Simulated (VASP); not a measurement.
# SiGe4 (P6_3/mmc) in VASP: further runs

The runs below take SiGe4 through single point, with PBE.

All numbers are computed with VASP 6.6.1; they aren't measurements. Logs are shortened: lines on timing, memory, paths and dates and some standing lists are left out, and cuts for length are marked.

## (1) The cell of the first run

The structure is hexagonal, space group P6_3/mmc (No. 194). The conventional cell has a = 2.973 Å, b = 2.973 Å, c = 24.126 Å, α = 90.00°, β = 90.00°, γ = 120.00°. Within 3.9 Å of Si (site symmetry -6m2) lie 6 Ge at 2.96 Å and 6 Si at 2.97 Å. Ge (site symmetry 3m) has 12 Ge at 2.96 to 2.97 Å within 3.9 Å. Ge (site symmetry 3m) has 9 Ge at 2.96 to 2.97 Å and 3 Si at 2.96 Å within 3.9 Å.

## (2) Single point, PBE

The input, INCAR:

```
PREC     = Accurate       # precision mode
ENCUT    = 520            # plane-wave cutoff, eV
EDIFF    = 1E-7           # SCF threshold, eV
ISMEAR   = 0              # smearing method
SIGMA    = 0.1            # smearing width, eV
LREAL    = False          # projectors in reciprocal space
LASPH    = True           # aspherical terms in the spheres
NELM     = 60             # most SCF steps
ALGO     = Normal         # electronic algorithm
ISIF     = 2              # what is computed and relaxed
LWAVE    = False          # write WAVECAR
LCHARG   = True           # write CHGCAR
GGA      = PE             # functional
LELF     = True           # ELF
LVHAR    = True         
NBANDS   = 71             # bands
```

The input, KPOINTS:

```
regular mesh
0
Gamma
  6 6 1
```

The input, POSCAR:

```
SiGe4
1.0
    2.9729450700      0.0000000000      0.0000000000
   -1.4864725400      2.5746459600      0.0000000000
    0.0000000000      0.0000000000     24.1259823900
Si Ge
2 8
Direct
    0.3333333300      0.6666666700      0.7500000000
    0.6666666700      0.3333333300      0.2500000000
    0.3333333300      0.6666666700      0.9500000000
    0.3333333300      0.6666666700      0.1500000000
    0.3333333300      0.6666666700      0.3500000000
    0.3333333300      0.6666666700      0.5500000000
    0.6666666700      0.3333333300      0.0500000000
    0.6666666700      0.3333333300      0.4500000000
    0.6666666700      0.3333333300      0.6500000000
    0.6666666700      0.3333333300      0.8500000000
```

Potentials or basis: VASP PAW PBE potentials, release 64 (Si, Ge_d).

The run is started by

```sh
> cat potpaw_PBE.64/Si/POTCAR potpaw_PBE.64/Ge_d/POTCAR > POTCAR
> mpirun -np 1 vasp_std > vasp.out
```

OUTCAR:

```text
PREC = Accurate
   ENCUT = 520
   EDIFF = 1E-7
   ISMEAR = 0
   LREAL = False
   LASPH = True
   NELM = 60
   ISIF = 2
   GGA = PE

 ion  position               nearest neighbor table
   1  0.333  0.667  0.750-   9 2.96  10 2.96   9 2.96  10 2.96   9 2.96  10 2.96
   2  0.667  0.333  0.250-   4 2.96   5 2.96   4 2.96   5 2.96   4 2.96   5 2.96
   3  0.333  0.667  0.950-
   4  0.333  0.667  0.150-   2 2.96   2 2.96   2 2.96
   5  0.333  0.667  0.350-   2 2.96   2 2.96   2 2.96
   6  0.333  0.667  0.550-
   7  0.667  0.333  0.050-
   8  0.667  0.333  0.450-
   9  0.667  0.333  0.650-   1 2.96   1 2.96   1 2.96
  10  0.667  0.333  0.850-   1 2.96   1 2.96   1 2.96

  LATTYP: Found a hexagonal cell.
 ALAT       =     2.9729450700
 C/A-ratio  =     8.1151793329

  Lattice vectors:

 A1 = (   2.9729450700,   0.0000000000,   0.0000000000)
 A2 = (  -1.4864725400,   2.5746459600,   0.0000000000)
 A3 = (   0.0000000000,   0.0000000000,  24.1259823900)

Analysis of symmetry for initial positions (statically):
=====================================================================
 Subroutine PRICEL returns:
 Original cell was already a primitive cell.

 Routine SETGRP: Setting up the symmetry group for a
 hexagonal supercell.

 Subroutine GETGRP returns: Found 24 space group operations
 (whereof 12 operations were pure point group operations)
 out of a pool of 24 trial point group operations.

The static configuration has the point symmetry D_3d.
 The point group associated with its full space group is D_6h.

Analysis of symmetry for dynamics (positions and initial velocities):
=====================================================================
 Subroutine PRICEL returns:
 Original cell was already a primitive cell.

 Routine SETGRP: Setting up the symmetry group for a
 hexagonal supercell.

 Subroutine GETGRP returns: Found 24 space group operations
 (whereof 12 operations were pure point group operations)
 out of a pool of 24 trial point group operations.

The dynamic configuration has the point symmetry D_3d.
 The point group associated with its full space group is D_6h.

 Subroutine INISYM returns: Found 24 space group operations
 (whereof 12 operations are pure point group operations),
 and found     1 'primitive' translations

----------------------------------------------------------------------------------------

                                     Primitive cell

  volume of cell :     184.6670

  direct lattice vectors                    reciprocal lattice vectors
     2.972945070  0.000000000  0.000000000     0.336366793  0.194201459  0.000000000
    -1.486472540  2.574645960  0.000000000     0.000000000  0.388402917  0.000000000
     0.000000000  0.000000000 24.125982390     0.000000000  0.000000000  0.041449089

  length of vectors
     2.972945070  2.972945077 24.125982390     0.388402917  0.388402917  0.041449089

  position of ions in fractional coordinates (direct lattice)
     0.333333330  0.666666670  0.750000000
     0.666666670  0.333333330  0.250000000
     0.333333330  0.666666670  0.950000000
     0.333333330  0.666666670  0.150000000
     0.333333330  0.666666670  0.350000000
     0.333333330  0.666666670  0.550000000
     0.666666670  0.333333330  0.050000000
     0.666666670  0.333333330  0.450000000
     0.666666670  0.333333330  0.650000000
     0.666666670  0.333333330  0.850000000

  ion indices of the primitive-cell ions
   primitive index   ion index
                 1           1
                 2           2
                 3           3
                 4           4
                 5           5
                 6           6
                 7           7
                 8           8
                 9           9
                10          10

----------------------------------------------------------------------------------------

 KPOINTS: regular mesh

Automatic generation of k-mesh.
 Grid dimensions read from file:
 generate k-points for:    6    6    1

 Generating k-lattice:

  Cartesian coordinates                     Fractional coordinates (reciprocal lattice)
     0.056061132  0.032366910  0.000000000     0.166666667  0.000000000  0.000000000
     0.000000000  0.064733819  0.000000000     0.000000000  0.166666667  0.000000000
     0.000000000  0.000000000  0.041449089     0.000000000  0.000000000  1.000000000

  Length of vectors
     0.064733820  0.064733819  0.041449089

  Shift w.r.t. Gamma in fractional coordinates (k-lattice)
     0.000000000  0.000000000  0.000000000

 Subroutine IBZKPT returns following result:
 ===========================================

 Found      7 irreducible k-points:

 Following reciprocal coordinates:
            Coordinates               Weight
  0.000000  0.000000  0.000000      1.000000
  0.166667  0.000000  0.000000      6.000000
  0.333333  0.000000  0.000000      6.000000
  0.500000  0.000000  0.000000      3.000000
  0.166667  0.166667  0.000000      6.000000
  0.333333  0.166667  0.000000     12.000000
  0.333333  0.333333  0.000000      2.000000
   k-points           NKPTS =      7   k-points in BZ     NKDIM =      7   number of bands    NBANDS=     71
   number of dos      NEDOS =    301   number of ions     NIONS =     10
   total plane-waves  NPLWV = 103680
   dimension x,y,z NGX =    24 NGY =   24 NGZ =  180
   dimension x,y,z NGXF=    48 NGYF=   48 NGZF=  360
   ions per type =               2   8
   NGX,Y,Z   is equivalent  to a cutoff of  13.42, 13.42, 12.40 a.u.
   NGXF,Y,Z  is equivalent  to a cutoff of  26.84, 26.84, 24.81 a.u.
 SYSTEM =  unknown system
   PREC   = accura    normal or accurate (medium, high low for compatibility)
   ISTART =      0    job   : 0-new  1-cont  2-samecut
   ICHARG =      2    charge: 1-file 2-atom 10-const
   ISPIN  =      1    spin polarized calculation?
   LNONCOLLINEAR =      F non collinear calculations
   LSORBIT =      F    spin-orbit coupling
   LASPH  =      T    aspherical Exc in radial PAW
   ENCUT  =  520.0 eV  38.22 Ry    6.18 a.u.   5.53  5.53 44.86*2*pi/ulx,y,z
   NELM   =     60;   NELMIN=  2; NELMDL= -5     # of ELM steps
   EDIFF  = 0.1E-06   stopping-criterion for ELM
   LREAL  =      F    real-space projection
   EDIFFG = 0.1E-05   stopping-criterion for IOM
   NSW    =      0    number of steps for IOM
   IBRION =     -1    ionic relax: 0-MD 1-quasi-New 2-CG
   NFREE  =      0    steps in history (QN), initial steepest desc. (CG)
   ISIF   =      2    stress and relaxation
   ISYM   =      2    0-nonsym 1-usesym 2-fastsym
   POTIM  = 0.5000    time-step for ionic-motion
   TEBEG  =    0.0;   TEEND  =   0.0 temperature during run
   PSTRESS=    0.0 pullay stress
   NELECT =     120.0000    total number of electrons
   NUPDOWN=      -1.0000    fix difference up-down
   EMIN   =  10.00;   EMAX   =-10.00  energy-range for DOS
   EFERMI =   0.00;   METHOD = LEGACY
   ISMEAR =     0;   SIGMA  =   0.10  broadening in eV -4-tet -1-fermi 0-gaus
   EFERMI_NEDOS =   21; number of points for ismear=-14 and -15
   IALGO  =     38    algorithm
   IMIX   =      4    mixing-type and parameters
     AMIX     =   0.40;   BMIX     =  1.00
     AMIX_MAG =   1.60;   BMIX_MAG =  1.00
  volume/ion in A,a.u.               =      18.47       124.62
  Fermi-wavevector in a.u.,A,eV,Ry     =   1.417987  2.679606 27.357042  2.010686
  Thomas-Fermi vector in A             =   2.539159
   LORBIT       =      0    0 simple, 1 ext, 2 COOP (PROOUT), +10 PAW based schemes
   GGA     = PE    functional components
   LHFCALC =     F    Hartree Fock is set to
   AEXX    =    0.0000 exact exchange contribution
   IVDW    =     0    specifies the selected vdW correction
   LEPSILON=     F    determine dielectric tensor
   LRPA    =     F    only Hartree local field effects (RPA)
 non-spin polarized calculation
 Gauss-broadening in eV      SIGMA  =   0.10
  energy-cutoff  :      520.00
  volume of cell :      184.67
 maximum number of plane-waves:      5031
 NGX is ok and might be reduce to    24
   NGX = 11   NGY = 11   NGZ = 89

 number of electron     119.9999900 magnetization

 Free energy of the ion-electron system (eV)
  ---------------------------------------------------
  ext. energy  EPLUGINS =         0.00000000
  ---------------------------------------------------
  free energy    TOTEN  =       -42.33954570 eV

  energy without entropy =      -42.27987912  energy(sigma->0) =      -42.30971241

 E-fermi :   7.1060     XC(G=0): -11.1711

 val. band max:        7.0937754236   @ k =   0.1667   0.0000   0.0000
 cond. band min:       7.1500756994   @ k =   0.3333   0.1667   0.0000
 fundamental gap:      0.0563002758
 Fermi energy:         7.1060325505

 k-point     1 :       0.0000    0.0000    0.0000
  band No.  band energies     occupation
      1     -17.6991      2.00000
      2     -17.6991      2.00000
      3     -17.6963      2.00000
      4     -17.6962      2.00000
      5     -17.6953      2.00000
      6     -17.6953      2.00000
[... 63 lines left out ...]
     70      15.0410      0.00000
     71      15.0410      0.00000

 k-point     2 :       0.1667    0.0000    0.0000
  band No.  band energies     occupation
      1     -17.7113      2.00000
      2     -17.7113      2.00000
      3     -17.7009      2.00000
      4     -17.7009      2.00000
      5     -17.6906      2.00000
      6     -17.6905      2.00000
[... 63 lines left out ...]
     70      12.8337      0.00000
     71      13.0291      0.00000

 k-point     3 :       0.3333    0.0000    0.0000
  band No.  band energies     occupation
      1     -17.7341      2.00000
      2     -17.7341      2.00000
      3     -17.7163      2.00000
      4     -17.7163      2.00000
      5     -17.7020      2.00000
      6     -17.7019      2.00000
[... 285 lines left out ...]
     70       8.3460      0.00000
     71       9.5688      0.00000

 k-point     7 :       0.3333    0.3333    0.0000
  band No.  band energies     occupation
      1     -17.7135      2.00000
      2     -17.7134      2.00000
      3     -17.6946      2.00000
      4     -17.6946      2.00000
      5     -17.6946      2.00000
      6     -17.6946      2.00000
[... 63 lines left out ...]
     70       7.7098      0.00000
     71       7.9332      0.00000

------------------------ aborting loop because EDIFF is reached ----------------------------------------

  FORCE on cell =-STRESS in cart. coord.  units (eV):
  Direction    XX          YY          ZZ          XY          YZ          ZX
  --------------------------------------------------------------------------------------
  -------------------------------------------------------------------------------------
  Total        1.4097549      1.4097549     -0.9985996     -0.0000000     -0.0000000     -0.0000000
  in kB       12.2310790     12.2310791     -8.6638825     -0.0000000     -0.0000000     -0.0000000
  external PRESSURE =       5.2660919 kB  Pullay stress =       0.0000000 kB

 VOLUME and BASIS-vectors are now :
 -----------------------------------------------------------------------------
  energy-cutoff  :      520.00
  volume of cell :      184.67
      direct lattice vectors                 reciprocal lattice vectors
     2.972945070  0.000000000  0.000000000     0.336366793  0.194201459  0.000000000
    -1.486472540  2.574645960  0.000000000     0.000000000  0.388402917  0.000000000
     0.000000000  0.000000000 24.125982390     0.000000000  0.000000000  0.041449089

 POSITION                                       TOTAL-FORCE (eV/Angst)
 -----------------------------------------------------------------------------------
     -0.00000      1.71643     18.09449         0.000000     -0.000000      0.000000
      1.48647      0.85822      6.03150        -0.000000      0.000000      0.000000
     -0.00000      1.71643     22.91968        -0.000000      0.000000      0.037377
     -0.00000      1.71643      3.61890        -0.000000      0.000000      0.389085
     -0.00000      1.71643      8.44409        -0.000000     -0.000000     -0.389085
     -0.00000      1.71643     13.26929        -0.000000      0.000000     -0.037377
      1.48647      0.85822      1.20630         0.000000     -0.000000     -0.037377
      1.48647      0.85822     10.85669         0.000000     -0.000000      0.037377
      1.48647      0.85822     15.68189         0.000000     -0.000000      0.389085
      1.48647      0.85822     20.50709         0.000000     -0.000000     -0.389085
 -----------------------------------------------------------------------------------
    total drift:                               -0.000012      0.000007      0.000001

  FREE ENERGIE OF THE ION-ELECTRON SYSTEM (eV)
  ---------------------------------------------------
  free  energy   TOTEN  =       -42.3395457037 eV

  energy  without entropy=      -42.2798791207  energy(sigma->0) =      -42.30971241
```

Wall time 6.4 min (1 thread of Intel Xeon 8259CL, shared host); peak memory 0.33 GiB.

Results:

```yaml
Free_energy: -42.3395 eV
Pressure: 0.5 GPa
Largest_force: 0.389 eV/Å
Band_gap_on_the_k_mesh: zero (bands 60 and 61 overlap by 8.72 eV)
```

Forces on the atoms (eV/Å):
```
Si   0.000  0.000  0.000
Si   0.000  0.000  0.000
Ge   0.000  0.000  0.037
Ge   0.000  0.000  0.389
Ge   0.000  0.000 -0.389
Ge   0.000  0.000 -0.037
Ge   0.000  0.000 -0.037
Ge   0.000  0.000  0.037
Ge   0.000  0.000  0.389
Ge   0.000  0.000 -0.389
```

Stress tensor (GPa, compression positive):
```
 1.22  0.00  0.00
 0.00  1.22  0.00
 0.00  0.00 -0.87
```

Caveat: the k points lie up to 0.41 Å⁻¹ apart, too coarse for converged energies and pressures of a metal.

## (3) Single point, PBE

The input, INCAR:

```
SYSTEM = SiGe4
PREC = Accurate
ENCUT = 520
EDIFF = 1E-7
ISMEAR = 0
SIGMA = 0.1
LREAL = .FALSE.
LASPH = .TRUE.
NELM = 100
ALGO = Normal
ISIF = 2
LWAVE = .FALSE.
LCHARG = .FALSE.
GGA = PE
NBANDS = 71
```

The input, KPOINTS:

```
Automatic mesh
0
G
  12 12 2
  0 0 0
```

The input, POSCAR:

```
SiGe4
1.0
    2.9807072465      0.0000000029      0.0000000000
   -1.4903536257      2.5813681952      0.0000000000
    0.0000000000      0.0000000000     24.0354954039
Si Ge
2 8
Direct
    0.3333333333      0.6666666667      0.7500000000
    0.6666666667      0.3333333333      0.2500000000
    0.3333333333      0.6666666667      0.9489513991
    0.3333333333      0.6666666667      0.1570999760
    0.3333333333      0.6666666667      0.3429000240
    0.3333333333      0.6666666667      0.5510486009
    0.6666666667      0.3333333333      0.0510486009
    0.6666666667      0.3333333333      0.4489513991
    0.6666666667      0.3333333333      0.6570999760
    0.6666666667      0.3333333333      0.8429000240
```

Potentials or basis: VASP PAW PBE potentials, release 64 (Si, Ge_d).

The run is started by

```sh
> cat potpaw_PBE.64/Si/POTCAR potpaw_PBE.64/Ge_d/POTCAR > POTCAR
> mpirun -np 1 vasp_std > vasp.out
```

It took 18 min on 1 thread of Intel Xeon 8259CL, shared host; peak memory 0.52 GiB.

It converged, with:

* Free energy: -43.0213 eV
* Pressure: -1.0 GPa
* Band gap on the k mesh: zero (bands 60 and 61 overlap by 8.76 eV)

Levels at points of the mesh, in eV from the Fermi level:
```csv
k point,band 57,band 58,band 59,band 60,band 61,band 62,band 63,band 64
"(0.00, 0.00, 0.00)",3.44,6.30,6.30,6.32,6.32,6.58,7.16,7.16
"(0.50, 0.00, 0.00)",-3.01,-2.55,-2.16,-1.40,-0.94,0.78,1.28,1.30
"(0.00, 0.00, 0.50)",5.18,5.18,6.31,6.31,6.31,6.31,7.24,7.24
"(0.50, 0.00, 0.50)",-2.93,-2.93,-1.80,-1.80,-0.20,-0.20,1.74,1.74
```

The gap in the log of VASP goes by the Fermi energy; the results here count the filled bands.